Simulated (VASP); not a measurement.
# Al12Cl in VASP: notebook

The runs below take Al12Cl through single point, with PBE.

All numbers are computed with VASP 6.6.1; they aren't measurements. Logs are shortened: lines on timing, memory, paths and dates and some standing lists are left out, and cuts for length are marked.

## Step 1: The cell of the first run

The cell holds a slab with vacuum, 13 atoms: a = 5.714 Å, b = 5.714 Å, c = 20.102 Å, α = 90.00°, β = 90.00°, γ = 120.00°.

## Step 2: Single point, PBE

The input, INCAR:

```
SYSTEM = Al12Cl
  PREC = Accurate
  ENCUT = 520
  EDIFF = 1E-6
  ISMEAR = 0
  SIGMA = 0.1
  LREAL = .FALSE.
  LASPH = .TRUE.
  NELM = 80
  ALGO = Normal
  ISIF = 2
  LWAVE = .FALSE.
  LCHARG = .FALSE.
  LDIPOL = .TRUE.
  IDIPOL = 3
  DIPOL = 0.5 0.5 0.330
  GGA = PE
  NBANDS = 34
```

The input, KPOINTS:

```
regular mesh
0
G
  6 6 1
  0 0 0
```

The input, POSCAR:

```
Al12Cl
1.0
    5.7143028096      0.0000000000      0.0000000000
   -2.8571514048      4.9487313980      0.0000000000
    0.0000000000      0.0000000000     20.1016424764
Al Cl
12 1
Direct
    0.3333333333      0.1666666667      0.1989887147
    0.3333333333      0.6666666666      0.1989887147
    0.8333333333      0.1666666667      0.1989887147
    0.8333333333      0.6666666667      0.1989887147
    0.1666666667      0.3333333334      0.3134533099
    0.1666666667      0.8333333333      0.3134533099
    0.6666666667      0.3333333333      0.3134533099
    0.6666666667      0.8333333333      0.3134533099
    0.0000000000      0.0000000000      0.4279074452
    0.0000000000      0.5000000000      0.4279074452
    0.5000000000      0.0000000000      0.4279074452
    0.5000000000      0.5000000000      0.4279074452
    0.0000000000      0.2500000000      0.5319276656
```

Potentials or basis: VASP PAW PBE potentials, release 64 (Al, Cl).

Started as:

```sh
cat potpaw_PBE.64/Al/POTCAR potpaw_PBE.64/Cl/POTCAR > POTCAR
mpirun -np 1 vasp_std > vasp.out
```

OUTCAR:

```text
SYSTEM = Al12Cl
   PREC = Accurate
   ENCUT = 520
   EDIFF = 1E-6
   ISMEAR = 0
   LREAL = .FALSE.
   LASPH = .TRUE.
   NELM = 80
   ISIF = 2
   GGA = PE

 ion  position               nearest neighbor table
   1  0.333  0.167  0.199-   5 2.83   6 2.83   7 2.83   2 2.86   4 2.86   4 2.86   3 2.86   3 2.86
                             2 2.86
   2  0.333  0.667  0.199-   5 2.83   6 2.83   8 2.83   1 2.86   3 2.86   4 2.86   3 2.86   4 2.86
                             1 2.86
   3  0.833  0.167  0.199-   7 2.83   8 2.83   5 2.83   2 2.86   4 2.86   4 2.86   1 2.86   1 2.86
                             2 2.86
   4  0.833  0.667  0.199-   8 2.83   7 2.83   6 2.83   2 2.86   1 2.86   3 2.86   3 2.86   1 2.86
                             2 2.86
   5  0.167  0.333  0.313-  12 2.83  10 2.83   9 2.83   2 2.83   1 2.83   3 2.83   6 2.86   8 2.86
                             7 2.86   8 2.86   7 2.86   6 2.86
   6  0.167  0.833  0.313-  10 2.83  11 2.83   9 2.83   2 2.83   1 2.83   4 2.83   5 2.86   7 2.86
                             7 2.86   8 2.86   8 2.86   5 2.86
   7  0.667  0.333  0.313-  11 2.83  10 2.83  12 2.83   3 2.83   4 2.83   1 2.83   5 2.86   8 2.86
                             6 2.86   8 2.86   6 2.86   5 2.86
   8  0.667  0.833  0.313-  12 2.83   9 2.83  11 2.83   4 2.83   3 2.83   2 2.83   5 2.86   7 2.86
                             7 2.86   6 2.86   6 2.86   5 2.86
   9  0.000  0.000  0.428-  13 2.53   8 2.83   5 2.83   6 2.83  12 2.86  10 2.86  10 2.86  12 2.86
                            11 2.86  11 2.86
  10  0.000  0.500  0.428-  13 2.53   6 2.83   7 2.83   5 2.83  11 2.86   9 2.86   9 2.86  11 2.86
                            12 2.86  12 2.86
  11  0.500  0.000  0.428-   7 2.83   6 2.83   8 2.83  10 2.86  12 2.86  12 2.86  10 2.86   9 2.86
                             9 2.86
  12  0.500  0.500  0.428-   8 2.83   5 2.83   7 2.83   9 2.86  11 2.86  11 2.86   9 2.86  10 2.86
                            10 2.86
  13  0.000  0.250  0.532-   9 2.53  10 2.53

  LATTYP: Found a hexagonal cell.
 ALAT       =     5.7143028096
 C/A-ratio  =     3.5177769093

  Lattice vectors:

 A1 = (   5.7143028096,   0.0000000000,   0.0000000000)
 A2 = (  -2.8571514048,   4.9487313980,   0.0000000000)
 A3 = (   0.0000000000,   0.0000000000,  20.1016424764)

Analysis of symmetry for initial positions (statically):
=====================================================================
 Subroutine PRICEL returns:
 Original cell was already a primitive cell.

 Routine SETGRP: Setting up the symmetry group for a
 hexagonal supercell.

 Subroutine GETGRP returns: Found  2 space group operations
 (whereof  1 operations were pure point group operations)
 out of a pool of 24 trial point group operations.

The static configuration has the point symmetry C_1 .
 The point group associated with its full space group is C_1h.

Analysis of symmetry for dynamics (positions and initial velocities):
=====================================================================
 Subroutine PRICEL returns:
 Original cell was already a primitive cell.

 Routine SETGRP: Setting up the symmetry group for a
 hexagonal supercell.

 Subroutine GETGRP returns: Found  2 space group operations
 (whereof  1 operations were pure point group operations)
 out of a pool of 24 trial point group operations.

The dynamic configuration has the point symmetry C_1 .
 The point group associated with its full space group is C_1h.

 Subroutine INISYM returns: Found  2 space group operations
 (whereof  1 operations are pure point group operations),
 and found     1 'primitive' translations

----------------------------------------------------------------------------------------

                                     Primitive cell

  volume of cell :     568.4453

  direct lattice vectors                    reciprocal lattice vectors
     5.714302810  0.000000000  0.000000000     0.174999476  0.101035995  0.000000000
    -2.857151405  4.948731398  0.000000000     0.000000000  0.202071990  0.000000000
     0.000000000  0.000000000 20.101642476     0.000000000  0.000000000  0.049747179

  length of vectors
     5.714302810  5.714302810 20.101642476     0.202071990  0.202071990  0.049747179

  position of ions in fractional coordinates (direct lattice)
     0.333333333  0.166666667  0.198988715
     0.333333333  0.666666667  0.198988715
     0.833333333  0.166666667  0.198988715
[... 55 lines left out ...]
  0.000000  0.000000  0.000000      1.000000
  0.166667  0.000000  0.000000      2.000000
  0.000000  0.166667  0.000000      4.000000
  0.333333  0.000000  0.000000      2.000000
  0.000000  0.333333  0.000000      4.000000
  0.500000  0.000000  0.000000      1.000000
  0.000000  0.500000  0.000000      2.000000
  0.166667  0.166667  0.000000      4.000000
 -0.166667  0.333333  0.000000      2.000000
  0.333333  0.166667  0.000000      4.000000
 -0.166667  0.500000  0.000000      4.000000
  0.500000  0.333333  0.000000      4.000000
  0.333333  0.333333  0.000000      2.000000
   k-points           NKPTS =     13   k-points in BZ     NKDIM =     13   number of bands    NBANDS=     34
   number of dos      NEDOS =    301   number of ions     NIONS =     13
   total plane-waves  NPLWV = 264600
   dimension x,y,z NGX =    42 NGY =   42 NGZ =  150
   dimension x,y,z NGXF=    84 NGYF=   84 NGZF=  300
   ions per type =              12   1
   NGX,Y,Z   is equivalent  to a cutoff of  12.22, 12.22, 12.41 a.u.
   NGXF,Y,Z  is equivalent  to a cutoff of  24.44, 24.44, 24.81 a.u.
 SYSTEM =  Al12Cl
   PREC   = accura    normal or accurate (medium, high low for compatibility)
   ISTART =      0    job   : 0-new  1-cont  2-samecut
   ICHARG =      2    charge: 1-file 2-atom 10-const
   ISPIN  =      1    spin polarized calculation?
   LNONCOLLINEAR =      F non collinear calculations
   LSORBIT =      F    spin-orbit coupling
   LASPH  =      T    aspherical Exc in radial PAW
   ENCUT  =  520.0 eV  38.22 Ry    6.18 a.u.  10.62 10.62 37.38*2*pi/ulx,y,z
   NELM   =     80;   NELMIN=  2; NELMDL= -5     # of ELM steps
   EDIFF  = 0.1E-05   stopping-criterion for ELM
   LREAL  =      F    real-space projection
   EDIFFG = 0.1E-04   stopping-criterion for IOM
   NSW    =      0    number of steps for IOM
   IBRION =     -1    ionic relax: 0-MD 1-quasi-New 2-CG
   NFREE  =      0    steps in history (QN), initial steepest desc. (CG)
   ISIF   =      2    stress and relaxation
   ISYM   =      2    0-nonsym 1-usesym 2-fastsym
   POTIM  = 0.5000    time-step for ionic-motion
   TEBEG  =    0.0;   TEEND  =   0.0 temperature during run
   PSTRESS=    0.0 pullay stress
   NELECT =      43.0000    total number of electrons
   NUPDOWN=      -1.0000    fix difference up-down
   EMIN   =  10.00;   EMAX   =-10.00  energy-range for DOS
   EFERMI =   0.00;   METHOD = LEGACY
   ISMEAR =     0;   SIGMA  =   0.10  broadening in eV -4-tet -1-fermi 0-gaus
   EFERMI_NEDOS =   21; number of points for ismear=-14 and -15
   IALGO  =     38    algorithm
   IMIX   =      4    mixing-type and parameters
     AMIX     =   0.40;   BMIX     =  1.00
     AMIX_MAG =   1.60;   BMIX_MAG =  1.00
  volume/ion in A,a.u.               =      43.73       295.08
  Fermi-wavevector in a.u.,A,eV,Ry     =   0.692364  1.308379  6.522205  0.479369
  Thomas-Fermi vector in A             =   1.774276
   LORBIT       =      0    0 simple, 1 ext, 2 COOP (PROOUT), +10 PAW based schemes
   GGA     = PE    functional components
   LHFCALC =     F    Hartree Fock is set to
   AEXX    =    0.0000 exact exchange contribution
   IVDW    =     0    specifies the selected vdW correction
   LEPSILON=     F    determine dielectric tensor
   LRPA    =     F    only Hartree local field effects (RPA)
 non-spin polarized calculation
 Gauss-broadening in eV      SIGMA  =   0.10
  energy-cutoff  :      520.00
  volume of cell :      568.45
 maximum number of plane-waves:     15351
   NGX = 21   NGY = 21   NGZ = 75

 dipolmoment           0.000000      0.000000     -0.039651 electrons x Angstroem

 number of electron      43.0000002 magnetization

 dipolmoment           0.000000      0.000000      0.125469 electrons x Angstroem

 Free energy of the ion-electron system (eV)
  ---------------------------------------------------
  ext. energy  EPLUGINS =         0.00000000
  ---------------------------------------------------
  free energy    TOTEN  =       -45.62275009 eV

  energy without entropy =      -45.58722281  energy(sigma->0) =      -45.60498645

 E-fermi :   0.3600     XC(G=0):  -4.7559

 val. band max:        0.3428417701   @ k =   0.5000   0.3333   0.0000
 cond. band min:       0.3633772815   @ k =   0.3333   0.1667   0.0000
 fundamental gap:      0.0205355114
 Fermi energy:         0.3599632312

 k-point     1 :       0.0000    0.0000    0.0000
  band No.  band energies     occupation
      1     -15.5868      2.00000
      2     -10.2761      2.00000
      3      -8.5869      2.00000
      4      -6.0692      2.00000
      5      -4.7732      2.00000
      6      -4.7155      2.00000
[... 457 lines left out ...]
     32       3.6571      0.00000
     33       3.7266      0.00000
 [bands above 33 left out]

------------------------ aborting loop because EDIFF is reached ----------------------------------------

 vacuum level on the upper side and lower side of the slab       (xc-potential included)         0.355        -0.421

  FORCE on cell =-STRESS in cart. coord.  units (eV):
  Direction    XX          YY          ZZ          XY          YZ          ZX
  --------------------------------------------------------------------------------------
  -------------------------------------------------------------------------------------
  Total       -2.4836391     -3.2009692      0.6487147      0.6212261     -0.1278091     -0.2213719
  in kB       -7.0001991     -9.0220120      1.8284187      1.7509414     -0.3602332     -0.6239421
  external PRESSURE =      -4.7312641 kB  Pullay stress =       0.0000000 kB

 VOLUME and BASIS-vectors are now :
 -----------------------------------------------------------------------------
  energy-cutoff  :      520.00
  volume of cell :      568.45
      direct lattice vectors                 reciprocal lattice vectors
     5.714302810  0.000000000  0.000000000     0.174999476  0.101035995  0.000000000
    -2.857151405  4.948731398  0.000000000     0.000000000  0.202071990  0.000000000
     0.000000000  0.000000000 20.101642476     0.000000000  0.000000000  0.049747179

 POSITION                                       TOTAL-FORCE (eV/Angst)
 -----------------------------------------------------------------------------------
      1.42858      0.82479      4.00000         0.072558     -0.000080     -0.057920
     -0.00000      3.29915      4.00000         0.036210      0.062876     -0.057920
      4.28573      0.82479      4.00000        -0.084002     -0.048499      0.012555
      2.85715      3.29915      4.00000        -0.044974     -0.025966     -0.095823
      0.00000      1.64958      6.30093         0.025900      0.014954      0.245331
     -1.42858      4.12394      6.30093         0.064478      0.037226     -0.116387
      2.85715      1.64958      6.30093        -0.021721      0.029559     -0.010017
      1.42858      4.12394      6.30093         0.014739     -0.033590     -0.010017
      0.00000      0.00000      8.60164         0.137027     -0.147109      0.296842
     -1.42858      2.47437      8.60164        -0.058887      0.192224      0.296842
      2.85715      0.00000      8.60164        -0.339569     -0.196050     -0.278735
      1.42858      2.47437      8.60164         0.256847      0.148290     -0.225860
     -0.71429      1.23718     10.69262        -0.058606     -0.033836      0.001108
 -----------------------------------------------------------------------------------
    total drift:                                0.000007      0.000004     -0.000008

  FREE ENERGIE OF THE ION-ELECTRON SYSTEM (eV)
  ---------------------------------------------------
  free  energy   TOTEN  =       -45.6227500887 eV

  energy  without entropy=      -45.5872228148  energy(sigma->0) =      -45.60498645

 vacuum level on the upper side and lower side of the slab         5.080         4.279
```

Run time: 21 min. Hardware: 1 thread of Intel Xeon 8259CL, shared host; peak memory 0.68 GiB.

Results:

| Property | Result |
| --- | --- |
| Free energy | -45.6228 eV |
| Largest force | 0.481 eV/Å |
| Band gap on the k mesh | zero (an odd number of electrons rules out a gap without spin polarisation) |

Forces in eV/Å, atoms in the order of the input:
```
Al   0.073  0.000 -0.058
Al   0.036  0.063 -0.058
Al  -0.084 -0.048  0.013
Al  -0.045 -0.026 -0.096
Al   0.026  0.015  0.245
Al   0.064  0.037 -0.116
Al  -0.022  0.030 -0.010
Al   0.015 -0.034 -0.010
Al   0.137 -0.147  0.297
Al  -0.059  0.192  0.297
Al  -0.340 -0.196 -0.279
Al   0.257  0.148 -0.226
Cl  -0.059 -0.034  0.001
```

## Step 3: Single point, PBE

The input, INCAR:

```
ALGO = Normal
DIPOL = 0.5 0.5 0.331
EDIFF = 1E-6
ENCUT = 520
GGA = PE
IDIPOL = 3
ISIF = 2
ISMEAR = 0
LASPH = T
LCHARG = F
LDIPOL = T
LREAL = F
LWAVE = F
NBANDS = 34
NELM = 60
PREC = Accurate
SIGMA = 0.1
```

The input, KPOINTS:

```
k-points
0
Gamma
  6 6 1
```

The input, POSCAR:

```
Al12Cl
1.0
    5.7143028096      0.0000000000      0.0000000000
   -2.8571514048      4.9487313980      0.0000000000
    0.0000000000      0.0000000000     20.1016424764
Al Cl
12 1
Direct
    0.3333333334      0.1666666667      0.1989887147
    0.3333333334      0.6666666667      0.1989887147
    0.8333333334      0.1666666667      0.1989887147
    0.8333333333      0.6666666667      0.1989887147
    0.1666666667      0.3333333333      0.3134533099
    0.1666666667      0.8333333333      0.3134533099
    0.6666666667      0.3333333333      0.3134533099
    0.6666666667      0.8333333333      0.3134533099
    0.0000000000      0.0000000000      0.4279074452
    0.0000000000      0.5000000000      0.4279074452
    0.5000000000      0.0000000000      0.4279074452
    0.5000000000      0.5000000000      0.4279074452
    0.0833333334      0.1666666667      0.5356647858
```

Potentials or basis: VASP PAW PBE potentials, release 64 (Al, Cl).

Started as:

```sh
cat potpaw_PBE.64/Al/POTCAR potpaw_PBE.64/Cl/POTCAR > POTCAR
mpirun -np 1 vasp_std > vasp.out
```

Wall time 17 min (1 thread of Intel Xeon 8259CL, shared host); peak memory 0.67 GiB.

The run converged. Its results:

* Free energy: -45.6469 eV
* Largest force: 0.636 eV/Å
* Band gap on the k mesh: zero (an odd number of electrons rules out a gap without spin polarisation)

Forces in eV/Å, atoms in the order of the input:
```
Al   0.090 -0.014 -0.029
Al   0.000  0.069 -0.045
Al  -0.090 -0.014 -0.029
Al   0.000 -0.032 -0.091
Al   0.000  0.067  0.207
Al   0.073 -0.027 -0.018
Al   0.000  0.055 -0.089
Al  -0.073 -0.027 -0.018
Al   0.000 -0.123  0.624
Al  -0.160  0.136 -0.117
Al   0.000 -0.079 -0.272
Al   0.160  0.136 -0.117
Cl   0.000 -0.146 -0.008
```

Levels at points of the mesh, in eV from the Fermi level:
```csv
k point,band 18,band 19,band 20,band 21,band 22,band 23,band 24,band 25,band 26,band 27
"(0.00, 0.00, 0.00)",-2.66,-2.47,-2.23,-0.44,-0.31,-0.30,-0.13,0.04,0.16,1.03
"(0.50, 0.00, 0.00)",-0.88,-0.56,-0.52,-0.28,-0.17,0.87,0.95,1.40,1.48,1.56
"(0.00, 0.50, 0.00)",-0.84,-0.55,-0.54,-0.26,-0.23,0.89,0.91,1.40,1.49,1.56
```

## Step 4: Single point, PBE

The input, INCAR:

```
SYSTEM = Al12Cl
PREC = Accurate ; ENCUT = 520
EDIFF = 1E-6 ; ISMEAR = 0
SIGMA = 0.1 ; LREAL = .False.
LASPH = .True. ; NELM = 100
ALGO = Normal ; ISIF = 2
LWAVE = .False. ; LCHARG = .False.
LDIPOL = .True. ; IDIPOL = 3
DIPOL = 0.5 0.5 0.331 ; GGA = PE
NBANDS = 34
```

The input, KPOINTS:

```
Automatic mesh
0
Gamma
  6 6 1
  0 0 0
```

The input, POSCAR:

```
Al12Cl
1.0
    5.7143028096      0.0000000000      0.0000000000
   -2.8571514048      4.9487313980      0.0000000000
    0.0000000000      0.0000000000     20.1016424764
Al Cl
12 1
Direct
    0.3333333333      0.1666666667      0.1989887147
    0.3333333333      0.6666666667      0.1989887147
    0.8333333333      0.1666666667      0.1989887147
    0.8333333333      0.6666666667      0.1989887147
    0.1666666667      0.3333333334      0.3134533099
    0.1666666667      0.8333333334      0.3134533099
    0.6666666667      0.3333333334      0.3134533099
    0.6666666667      0.8333333333      0.3134533099
    0.0000000000      0.0000000000      0.4279074452
    0.0000000000      0.5000000000      0.4279074452
    0.5000000000      0.0000000000      0.4279074452
    0.5000000000      0.5000000000      0.4279074452
    0.1666666667      0.0833333334      0.5353563785
```

Started as:

```sh
cat potpaw_PBE.64/Al/POTCAR potpaw_PBE.64/Cl/POTCAR > POTCAR
mpirun -np 1 vasp_std > vasp.out
```

Wall time 18 min (1 thread of Intel Xeon 8259CL, shared host); peak memory 0.67 GiB.

The run converged. Its results:

| Property | Result |
| --- | --- |
| Free energy | -45.6672 eV |
| Largest force | 0.613 eV/Å |
| Band gap on the k mesh | zero (an odd number of electrons rules out a gap without spin polarisation) |

Forces in eV/Å, atoms in the order of the input:
```
Al   0.055  0.032  0.010
Al   0.006  0.004 -0.054
Al  -0.043  0.028 -0.074
Al   0.003 -0.051 -0.074
Al   0.003  0.055  0.127
Al   0.049 -0.025  0.127
Al   0.022  0.013 -0.056
Al  -0.084 -0.048 -0.072
Al  -0.181 -0.105  0.576
Al  -0.120 -0.070 -0.220
Al   0.272 -0.052 -0.140
Al   0.091  0.261 -0.140
Cl  -0.071 -0.041 -0.011
```

Levels at points of the mesh, in eV from the Fermi level:
| k point | band 19 | band 20 | band 21 | band 22 | band 23 | band 24 | band 25 | band 26 |
| --- | --- | --- | --- | --- | --- | --- | --- | --- |
| (0.00, 0.00, 0.00) | -2.57 | -2.13 | -0.46 | -0.32 | -0.30 | -0.08 | 0.04 | 0.15 |
| (0.50, 0.00, 0.00) | -0.56 | -0.54 | -0.28 | -0.10 | 0.87 | 0.99 | 1.41 | 1.50 |
| (0.00, 0.50, 0.00) | -0.56 | -0.50 | -0.24 | -0.21 | 0.87 | 0.92 | 1.37 | 1.46 |

## Step 5: Overview

| cell | gap on the mesh (eV) | largest force (eV/Å) |
| --- | --- | --- |
| as given, atomic positions A | none | 0.48 |
| as given, atomic positions B | none | 0.64 |
| as given, atomic positions C | none | 0.61 |

Alike in all rows: task single point; level PBE; potentials or basis VASP PAW PBE potentials, release 64 (Al, Cl); no spin polarisation; k mesh 6 × 6 × 1; cutoff (eV) 520; smearing gaussian 0.1 eV.

Absolute energies hang on the potentials; compare differences alone.

The gap in the log of VASP goes by the Fermi energy; the results here count the filled bands.